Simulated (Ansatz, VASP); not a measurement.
**Two plane-wave programs on HfO2**

```
Hf O
1.0
     5.15010    0.00000    0.00000
     0.00000    5.18520    0.00000
    -0.83085    0.00000    5.27679
Hf O
4 8
Direct
  0.27558 0.04160 0.20853
  0.72442 0.54160 0.29147
  0.72442 0.95840 0.79147
  0.27558 0.45840 0.70853
  0.06806 0.32884 0.34881
  0.93194 0.82884 0.15119
  0.93194 0.67116 0.65119
  0.06806 0.17116 0.84881
  0.44881 0.75737 0.47668
  0.55119 0.25737 0.02332
  0.55119 0.24263 0.52332
  0.44881 0.74263 0.97668
```

Alike in both runs: functional PBE; k mesh 5 × 5 × 5; occupations fermi-dirac, width 0.02 eV; no spin polarisation.

Ansatz relaxed the structure, and its values are those at the end. VASP's run is a single point on that final structure, the one shown.

```csv
,VASP,Ansatz
version,VASP 6.6.1,Ansatz 0.2.0
potentials or method,"VASP PAW PBE potentials, release 64 (Hf_pv, O)","plane-wave PAW, scalar-relativistic"
plane-wave cutoff (eV),520,420
valence electrons in the cell,88,152
```

VASP gave:

| Item | Value |
| --- | --- |
| gap on the k mesh at the Fermi level (eV) | 4.09 |
| pressure (GPa) | -1.5 |
| rms of the force components (eV/Å) | 0.034 |

Q: Estimate Ansatz's values.

A: gap on the k mesh at the Fermi level (eV): 4.13; pressure (GPa): 1.5; rms of the force components (eV/Å): 0.002.

VASP's potentials hold 88 valence electrons a cell and Ansatz's 152, so a difference there can come from the potentials and not from the codes. Ansatz's warnings: stress scf threshold loose.

Neither program's run includes spin-orbit coupling.
